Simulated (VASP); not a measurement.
Input of a VASP 6.6.1 run:

File INCAR:

```
SYSTEM = Fe
ALGO     = Normal         ! electronic algorithm
EDIFF    = 1E-6           ! SCF threshold, eV
ENCUT    = 520            ! plane-wave cutoff, eV
GGA      = PS             ! functional
ISIF     = 2              ! what is computed and relaxed
ISMEAR   = -1             ! smearing method
ISPIN    = 2              ! spin polarisation
LASPH    = .TRUE.         ! aspherical terms in the spheres
LCHARG   = .FALSE.        ! write CHGCAR
LMAXMIX  = 4              ! l up to which the mixer works
LORBIT   = 11             ! projections on sites
LREAL    = .FALSE.        ! projectors in reciprocal space
LWAVE    = .FALSE.        ! write WAVECAR
MAGMOM   = 2.5            ! initial moments
NBANDS   = 14             ! bands
NELM     = 150            ! most SCF steps
PREC     = Accurate       ! precision mode
SIGMA    = 0.05           ! smearing width, eV
```

File KPOINTS:

```
k-points
0
G
  13 13 13
  0 0 0
```

The input POSCAR:

```
Fe
1.0
    2.3290547973      0.0000000000      0.0000000000
    0.0000000000      2.3290547973      0.0000000000
    0.0000000000      0.0000000000      2.3290547973
Fe
1
Direct
    0.0000000000      0.0000000000      0.0000000000
```

Potentials or basis: VASP PAW PBE potentials, release 64 (Fe).

Run with:

```console
$ cat potpaw_PBE.64/Fe/POTCAR > POTCAR
$ mpirun -np 1 vasp_std > vasp.out
```

Question: What does it give for the pressure?

Answer: -0.3 GPa.

Question: Estimate the net moment.

Answer: 2.36 μB per cell.

Question: What does it give for the site moments?

Answer: Fe +2.33 μB.

Caveat: the PAW data sets were made with another functional, which shifts forces and pressure a little.
